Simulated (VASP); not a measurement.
# Yb (Fd-3m) in VASP: single point with PBE

Aim: the single point of Yb with PBE.

All numbers are computed with VASP 6.6.1; they aren't measurements. Logs are shortened: lines on timing, memory, paths and dates and some standing lists are left out, and cuts for length are marked.

### 1 The cell of the first run

The structure is cubic, space group Fd-3m (No. 227). Conventional cell: a = 8.636 Å, b = 8.636 Å, c = 8.636 Å, α = 90.00°, β = 90.00°, γ = 90.00°. Within 4.9 Å of Yb (site symmetry -43m) lie 4 Yb at 3.74 Å.

This isn't the form of Yb at room conditions, which is fcc.

### 2 Single point, PBE

INCAR

```
SYSTEM = Yb
ALGO = Normal
EDIFF = 1E-6
ENCUT = 520
GGA = PE
ISIF = 2
ISMEAR = -1
LASPH = .TRUE.
LCHARG = .TRUE.
LELF = .TRUE.
LREAL = .FALSE.
LVHAR = .TRUE.
LWAVE = .FALSE.
NBANDS = 31
NELM = 60
PREC = Accurate
SIGMA = 0.13605693000000002
```

KPOINTS

```
k-points
0
G
  8 8 8
  0 0 0
```

POSCAR

```
Yb
1.0
    0.0000000000      4.3181672324      4.3181672324
    4.3181672324      0.0000000000      4.3181672324
    4.3181672324      4.3181672324      0.0000000000
Yb
2
Direct
    0.0000000000      0.0000000000      0.0000000000
    0.2500000000      0.2500000000      0.2500000000
```

Potentials or basis: VASP PAW PBE potentials, release 64 (Yb).

Command:

```sh
$ cat potpaw_PBE.64/Yb/POTCAR > POTCAR
$ mpirun -np 1 vasp_std > vasp.out
```

OUTCAR:

```text
SYSTEM = Yb
   EDIFF = 1E-6
   ENCUT = 520
   GGA = PE
   ISIF = 2
   ISMEAR = -1
   LASPH = .TRUE.
   LREAL = .FALSE.
   NELM = 60
   PREC = Accurate

 ion  position               nearest neighbor table
   1  0.000  0.000  0.000-   2 3.74   2 3.74   2 3.74   2 3.74
   2  0.250  0.250  0.250-   1 3.74   1 3.74   1 3.74   1 3.74

  LATTYP: Found a face centered cubic cell.
 ALAT       =     8.6363344648

  Lattice vectors:

 A1 = (   0.0000000000,   4.3181672324,   4.3181672324)
 A2 = (   4.3181672324,   0.0000000000,   4.3181672324)
 A3 = (   4.3181672324,   4.3181672324,   0.0000000000)

Analysis of symmetry for initial positions (statically):
=====================================================================
 Subroutine PRICEL returns:
 Original cell was already a primitive cell.

 Routine SETGRP: Setting up the symmetry group for a
 face centered cubic supercell.

 Subroutine GETGRP returns: Found 48 space group operations
 (whereof 24 operations were pure point group operations)
 out of a pool of 48 trial point group operations.

The static configuration has the point symmetry T_d .
 The point group associated with its full space group is O_h .

Analysis of symmetry for dynamics (positions and initial velocities):
=====================================================================
 Subroutine PRICEL returns:
 Original cell was already a primitive cell.

 Routine SETGRP: Setting up the symmetry group for a
 face centered cubic supercell.

 Subroutine GETGRP returns: Found 48 space group operations
 (whereof 24 operations were pure point group operations)
 out of a pool of 48 trial point group operations.

The dynamic configuration has the point symmetry T_d .
 The point group associated with its full space group is O_h .

 Subroutine INISYM returns: Found 48 space group operations
 (whereof 24 operations are pure point group operations),
 and found     1 'primitive' translations

----------------------------------------------------------------------------------------

                                     Primitive cell

  volume of cell :     161.0380

  direct lattice vectors                    reciprocal lattice vectors
     0.000000000  4.318167232  4.318167232    -0.115789865  0.115789865  0.115789865
     4.318167232  0.000000000  4.318167232     0.115789865 -0.115789865  0.115789865
     4.318167232  4.318167232  0.000000000     0.115789865  0.115789865 -0.115789865

  length of vectors
     6.106810665  6.106810665  6.106810665     0.200553929  0.200553929  0.200553929

  position of ions in fractional coordinates (direct lattice)
     0.000000000  0.000000000  0.000000000
     0.250000000  0.250000000  0.250000000

  ion indices of the primitive-cell ions
   primitive index   ion index
                 1           1
                 2           2

----------------------------------------------------------------------------------------

 KPOINTS: k-points

Automatic generation of k-mesh.
 Grid dimensions read from file:
 generate k-points for:    8    8    8

 Generating k-lattice:

  Cartesian coordinates                     Fractional coordinates (reciprocal lattice)
    -0.014473733  0.014473733  0.014473733     0.125000000  0.000000000  0.000000000
     0.014473733 -0.014473733  0.014473733     0.000000000  0.125000000  0.000000000
     0.014473733  0.014473733 -0.014473733     0.000000000  0.000000000  0.125000000

  Length of vectors
     0.025069241  0.025069241  0.025069241

  Shift w.r.t. Gamma in fractional coordinates (k-lattice)
     0.000000000  0.000000000  0.000000000

 Subroutine IBZKPT returns following result:
 ===========================================

 Found     29 irreducible k-points:

 Following reciprocal coordinates:
            Coordinates               Weight
  0.000000  0.000000  0.000000      1.000000
  0.125000  0.000000  0.000000      8.000000
  0.250000  0.000000  0.000000      8.000000
  0.375000  0.000000  0.000000      8.000000
  0.500000  0.000000  0.000000      4.000000
  0.125000  0.125000  0.000000      6.000000
[... 16 lines left out ...]
  0.500000  0.250000  0.125000     48.000000
 -0.375000  0.250000  0.125000     24.000000
 [... further k-points ...]
   k-points           NKPTS =     29   k-points in BZ     NKDIM =     29   number of bands    NBANDS=     31
   number of dos      NEDOS =    301   number of ions     NIONS =      2
   total plane-waves  NPLWV = 110592
   dimension x,y,z NGX =    48 NGY =   48 NGZ =   48
   dimension x,y,z NGXF=    96 NGYF=   96 NGZF=   96
   ions per type =               2
   NGX,Y,Z   is equivalent  to a cutoff of  13.07, 13.07, 13.07 a.u.
   NGXF,Y,Z  is equivalent  to a cutoff of  26.13, 26.13, 26.13 a.u.
 SYSTEM =  Yb
   PREC   = accura    normal or accurate (medium, high low for compatibility)
   ISTART =      0    job   : 0-new  1-cont  2-samecut
   ICHARG =      2    charge: 1-file 2-atom 10-const
   ISPIN  =      1    spin polarized calculation?
   LNONCOLLINEAR =      F non collinear calculations
   LSORBIT =      F    spin-orbit coupling
   LASPH  =      T    aspherical Exc in radial PAW
   ENCUT  =  520.0 eV  38.22 Ry    6.18 a.u.  11.35 11.35 11.35*2*pi/ulx,y,z
   NELM   =     60;   NELMIN=  2; NELMDL= -5     # of ELM steps
   EDIFF  = 0.1E-05   stopping-criterion for ELM
   LREAL  =      F    real-space projection
   EDIFFG = 0.1E-04   stopping-criterion for IOM
   NSW    =      0    number of steps for IOM
   IBRION =     -1    ionic relax: 0-MD 1-quasi-New 2-CG
   NFREE  =      0    steps in history (QN), initial steepest desc. (CG)
   ISIF   =      2    stress and relaxation
   ISYM   =      2    0-nonsym 1-usesym 2-fastsym
   POTIM  = 0.5000    time-step for ionic-motion
   TEBEG  =    0.0;   TEEND  =   0.0 temperature during run
   PSTRESS=    0.0 pullay stress
   NELECT =      48.0000    total number of electrons
   NUPDOWN=      -1.0000    fix difference up-down
   EMIN   =  10.00;   EMAX   =-10.00  energy-range for DOS
   EFERMI =   0.00;   METHOD = LEGACY
   ISMEAR =    -1;   SIGMA  =   0.14  broadening in eV -4-tet -1-fermi 0-gaus
   EFERMI_NEDOS =   21; number of points for ismear=-14 and -15
   IALGO  =     38    algorithm
   IMIX   =      4    mixing-type and parameters
     AMIX     =   0.40;   BMIX     =  1.00
     AMIX_MAG =   1.60;   BMIX_MAG =  1.00
  volume/ion in A,a.u.               =      80.52       543.37
  Fermi-wavevector in a.u.,A,eV,Ry     =   1.093568  2.066544 16.271084  1.195891
  Thomas-Fermi vector in A             =   2.229856
   LORBIT       =      0    0 simple, 1 ext, 2 COOP (PROOUT), +10 PAW based schemes
   GGA     = PE    functional components
   LHFCALC =     F    Hartree Fock is set to
   AEXX    =    0.0000 exact exchange contribution
   IVDW    =     0    specifies the selected vdW correction
   LEPSILON=     F    determine dielectric tensor
   LRPA    =     F    only Hartree local field effects (RPA)
 non-spin polarized calculation
  energy-cutoff  :      520.00
  volume of cell :      161.04
 maximum number of plane-waves:      4364
 NGX is ok and might be reduce to    48
   NGX = 23   NGY = 23   NGZ = 23

 number of electron      48.0000001 magnetization

 Free energy of the ion-electron system (eV)
  ---------------------------------------------------
  ext. energy  EPLUGINS =         0.00000000
  ---------------------------------------------------
  free energy    TOTEN  =        -4.90195556 eV

  energy without entropy =       -4.58614526  energy(sigma->0) =       -4.74405041

 E-fermi :  -0.5200     XC(G=0):  -6.3046

 val. band max:       -0.5462153087   @ k =  -0.3750   0.3750   0.1250
 cond. band min:      -0.5132533355   @ k =  -0.2500   0.5000   0.2500
 fundamental gap:      0.0329619732
 Fermi energy:        -0.5200230652

 k-point     1 :       0.0000    0.0000    0.0000
  band No.  band energies     occupation
      1     -52.9691      2.00000
      2     -52.9595      2.00000
      3     -25.4131      2.00000
      4     -25.4131      2.00000
      5     -25.4131      2.00000
      6     -25.3277      2.00000
[... 23 lines left out ...]
     30       1.2445      0.00000
     31       1.2445      0.00000

 k-point     2 :       0.1250    0.0000    0.0000
  band No.  band energies     occupation
      1     -52.9688      2.00000
      2     -52.9598      2.00000
      3     -25.4143      2.00000
      4     -25.4143      2.00000
      5     -25.4123      2.00000
      6     -25.3286      2.00000
[... 23 lines left out ...]
     30       1.2618      0.00000
     31       1.2618      0.00000

 k-point     3 :       0.2500    0.0000    0.0000
  band No.  band energies     occupation
      1     -52.9681      2.00000
      2     -52.9605      2.00000
      3     -25.4170      2.00000
      4     -25.4170      2.00000
      5     -25.4104      2.00000
      6     -25.3309      2.00000
[... 23 lines left out ...]
     30       1.3591      0.00000
     31       1.3591      0.00000

 k-point     4 :       0.3750    0.0000    0.0000
  band No.  band energies     occupation
      1     -52.9672      2.00000
      2     -52.9614      2.00000
      3     -25.4196      2.00000
      4     -25.4196      2.00000
      5     -25.4083      2.00000
      6     -25.3333      2.00000
[... 23 lines left out ...]
     30       1.5601      0.00000
     31       1.5601      0.00000

 k-point     5 :       0.5000    0.0000    0.0000
  band No.  band energies     occupation
      1     -52.9667      2.00000
      2     -52.9619      2.00000
      3     -25.4207      2.00000
      4     -25.4207      2.00000
      5     -25.4075      2.00000
      6     -25.3343      2.00000
[... 23 lines left out ...]
     30       1.6895      0.00000
     31       1.6895      0.00000
[... 542 lines left out ...]
     30       1.2896      0.00000
     31       1.9867      0.00000

 k-point    22 :       0.3750    0.2500    0.1250
  band No.  band energies     occupation
      1     -52.9674      2.00000
      2     -52.9612      2.00000
      3     -25.4230      2.00000
      4     -25.4202      2.00000
      5     -25.4014      2.00000
      6     -25.3401      2.00000
[... 23 lines left out ...]
     30       1.3284      0.00000
     31       1.5205      0.00000

 k-point    23 :       0.5000    0.2500    0.1250
  band No.  band energies     occupation
      1     -52.9665      2.00000
      2     -52.9621      2.00000
      3     -25.4263      2.00000
      4     -25.4225      2.00000
      5     -25.3957      2.00000
      6     -25.3459      2.00000
[... 23 lines left out ...]
     30       1.4630      0.00000
     31       1.8477      0.00000

 k-point    24 :      -0.3750    0.2500    0.1250
  band No.  band energies     occupation
      1     -52.9660      2.00000
      2     -52.9626      2.00000
      3     -25.4274      2.00000
      4     -25.4236      2.00000
      5     -25.3930      2.00000
      6     -25.3487      2.00000
[... 23 lines left out ...]
     30       1.6018      0.00000
     31       1.9569      0.00000

 [... further k-points ...]

------------------------ aborting loop because EDIFF is reached ----------------------------------------

  FORCE on cell =-STRESS in cart. coord.  units (eV):
  Direction    XX          YY          ZZ          XY          YZ          ZX
  --------------------------------------------------------------------------------------
  -------------------------------------------------------------------------------------
  Total       -0.1964004     -0.1964004     -0.1964004      0.0000000      0.0000000      0.0000000
  in kB       -1.9539998     -1.9539998     -1.9539998      0.0000000      0.0000000      0.0000000
  external PRESSURE =      -1.9539998 kB  Pullay stress =       0.0000000 kB

 VOLUME and BASIS-vectors are now :
 -----------------------------------------------------------------------------
  energy-cutoff  :      520.00
  volume of cell :      161.04
      direct lattice vectors                 reciprocal lattice vectors
     0.000000000  4.318167232  4.318167232    -0.115789865  0.115789865  0.115789865
     4.318167232  0.000000000  4.318167232     0.115789865 -0.115789865  0.115789865
     4.318167232  4.318167232  0.000000000     0.115789865  0.115789865 -0.115789865

 POSITION                                       TOTAL-FORCE (eV/Angst)
 -----------------------------------------------------------------------------------
      0.00000      0.00000      0.00000         0.000000      0.000000      0.000000
      2.15908      2.15908      2.15908        -0.000000     -0.000000     -0.000000
 -----------------------------------------------------------------------------------
    total drift:                               -0.000000      0.000000     -0.000000

  FREE ENERGIE OF THE ION-ELECTRON SYSTEM (eV)
  ---------------------------------------------------
  free  energy   TOTEN  =        -4.9019555557 eV

  energy  without entropy=       -4.5861452619  energy(sigma->0) =       -4.74405041
```

It took 5.7 min on 1 thread of Intel Xeon Platinum 8259CL at 2.50GHz (Skylake/Cascade Lake), shared host; peak memory 0.39 GiB.

What came out:

| Item | Value |
| --- | --- |
| Free energy | -4.9020 eV |
| Pressure | -0.2 GPa |
| Band gap on the k mesh | zero (bands 24 and 25 overlap by 1.02 eV) |

Caveat: spin-orbit coupling is left out, which moves the levels of the heavy elements. Spin polarisation is off, so any magnetic state and its effect on volume and gap are missing.
